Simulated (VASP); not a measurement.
A run of VASP 6.6.1:

File INCAR:

```
SYSTEM = C
PREC = Accurate
ENCUT = 520
EDIFF = 1E-6
ISMEAR = 0
SIGMA = 0.02
LREAL = .False.
LASPH = .True.
NELM = 60
ALGO = Normal
ISIF = 2
LWAVE = .False.
LCHARG = .True.
GGA = PS
LELF = .True.
LVHAR = .True.
NBANDS = 36
```

The input KPOINTS:

```
regular mesh
0
Gamma
  12 12 2
  0 0 0
```

POSCAR

```
C
1.0
    2.5031737390      0.0000000000      0.0000000000
   -1.2515868695      2.1678120480      0.0000000000
    0.0000000000      0.0000000000     12.4260882062
C
12
Direct
    0.0000000000      0.0000000000     -0.0003233993
    0.0000000000      0.0000000000      0.1253233993
    0.3333333333      0.6666666667      0.1669657556
    0.3333333333      0.6666666667      0.2906047670
    0.6666666667      0.3333333333      0.3322925441
    0.6666666667      0.3333333333      0.4578014850
    0.3333333333      0.6666666667      0.4998020267
    0.3333333333      0.6666666667      0.6251979733
    0.6666666667      0.3333333333      0.6671985150
    0.6666666667      0.3333333333      0.7927074559
    0.3333333333      0.6666666667      0.8343952330
    0.3333333333      0.6666666667      0.9580342444
```

Potentials or basis: VASP PAW PBE potentials, release 64 (C).

The run is started by

```sh
$ cat potpaw_PBE.64/C/POTCAR > POTCAR
$ mpirun -np 1 vasp_std > vasp.out
```

Hardware: 1 thread of Intel(R) Xeon(R) Platinum 8375C CPU @ 2.90GHz (Ice Lake), with other jobs on the host.

**Question.** How long does it take, and how much memory?

**Answer.** Wall time 96 s on 1 thread of Intel(R) Xeon(R) Platinum 8375C CPU @ 2.90GHz (Ice Lake) (shared host), peak memory 0.2 GiB. Counts: scf iterations 12, k points 38.
